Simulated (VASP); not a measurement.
Input of a VASP 6.6.1 run:

The input INCAR:

```
PREC = Accurate
ENCUT = 520
EDIFF = 1E-6
ISMEAR = 0
SIGMA = 0.1
LREAL = False
LASPH = True
NELM = 80
ALGO = Normal
ISIF = 2
LWAVE = False
LCHARG = True
GGA = PE
LELF = True
LVHAR = True
NBANDS = 32
```

KPOINTS

```
regular mesh
0
Gamma
  6 6 6
```

POSCAR

```
Zr4H
1.0
   -2.9135956736      2.9135956736      2.9135956736
    2.9135956736     -2.9135956736      2.9135956736
    2.9135956736      2.9135956736     -2.9135956736
Zr H
4 1
Direct
    0.0000000000      0.0000000000      0.5000000000
    0.0000000000      0.5000000000      0.0000000000
    0.5000000000      0.0000000000      0.0000000000
    0.5000000000      0.5000000000      0.5000000000
    0.0000000000      0.0000000000      0.0000000000
```

Potentials or basis: VASP PAW PBE potentials, release 64 (Zr_sv, H).

Launch:

```console
$ cat potpaw_PBE.64/Zr_sv/POTCAR potpaw_PBE.64/H/POTCAR > POTCAR
$ mpirun -np 1 vasp_std > vasp.out
```

(1) Estimate the band gap on the k mesh.

(2) Predict the pressure.

Answers

(1) zero (an odd number of electrons rules out a gap without spin polarisation).

(2) 0.2 GPa.
